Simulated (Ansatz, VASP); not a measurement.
## TiAl in VASP and in Ansatz

```
Ti Al
1.0
     2.77760    0.00000    0.00000
    -1.38880    2.40547    0.00000
     0.00000    0.00000    4.98498
Ti Al
1 1
Direct
  0.00000 0.00000 0.00000
  0.33333 0.66667 0.50000
```

Alike in both runs: task single point; functional PBE; k mesh 21 × 21 × 12; occupations gaussian, width 0.15 eV; no spin polarisation.

```csv
,VASP,Ansatz
version,VASP 6.6.1,Ansatz 0.2.0
potentials or method,"VASP PAW PBE potentials, release 64 (Ti_sv, Al), cutoff 520 eV","scalar-relativistic, plane waves, PAW"
valence electrons in the cell,15,15
```

VASP gave:

| Quantity | Value |
| --- | --- |
| gap on the k mesh at the Fermi level (eV) | none |
| pressure (GPa) | 0.2 |
| traceless stress, the component that is largest in VASP (GPa) | -11.58 |

Task: What did Ansatz give for the same quantities?

Result: gap on the k mesh at the Fermi level (eV): none; pressure (GPa): 0.3; traceless stress, the component that is largest in VASP (GPa): -11.62.

A gap of «none» marks a metal or a gap that the smearing closes. With one functional, cell and mesh, what is left measures potentials, basis and numerics.
